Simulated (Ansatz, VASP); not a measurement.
**One calculation of MgO, two programs**

```
Mg O
1.0
     0.00000    2.15659    2.15659
     2.15659    0.00000    2.15659
     2.15659    2.15659    0.00000
Mg O
1 1
Direct
  0.00000 0.00000 0.00000
  0.50000 0.50000 0.50000
```

Alike in both runs: task single point; functional PBE; k mesh 8 × 8 × 8; no spin polarisation.

```csv
,VASP,Ansatz
version,VASP 6.6.1,Ansatz 0.2.0
potentials or method,"VASP PAW PBE potentials, release 64 (Mg_sv, O), cutoff 840 eV","plane waves, PAW"
occupations,"gaussian, width 0.01 eV",fixed
valence electrons in the cell,16,16
```

|  | VASP | Ansatz | Ansatz less VASP |
| --- | --- | --- | --- |
| pressure (GPa) | -5.7 | -5.7 | +0.04 |
